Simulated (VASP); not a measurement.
Input of a VASP 6.6.1 run:

INCAR

```
PREC = Accurate
ENCUT = 520
EDIFF = 1E-6
ISMEAR = 0
SIGMA = 0.15
LREAL = F
LASPH = T
NELM = 100
ALGO = Fast
ISIF = 2
LWAVE = F
LCHARG = F
GGA = PE
NBANDS = 12
```

KPOINTS

```
regular mesh
0
Gamma
  28 28 28
```

File POSCAR:

```
Cu
1.0
    0.0000000000      1.8602459814      1.9056178346
    1.8602459814      0.0000000000      1.9056178346
    1.8602459814      1.8602459814      0.0000000000
Cu
1
Direct
    0.0000000000      0.0000000000      0.0000000000
```

Potentials or basis: VASP PAW PBE potentials, release 64 (Cu).

The run is started by

```sh
$ cat potpaw_PBE.64/Cu/POTCAR > POTCAR
$ mpirun -np 1 vasp_std > vasp.out
```

(1) Estimate the pressure.

## Answers

(1) -9.8 GPa.

Caveat: the cell differs from its parent crystal (strain +0.025 along x and y, +0.050 along z).
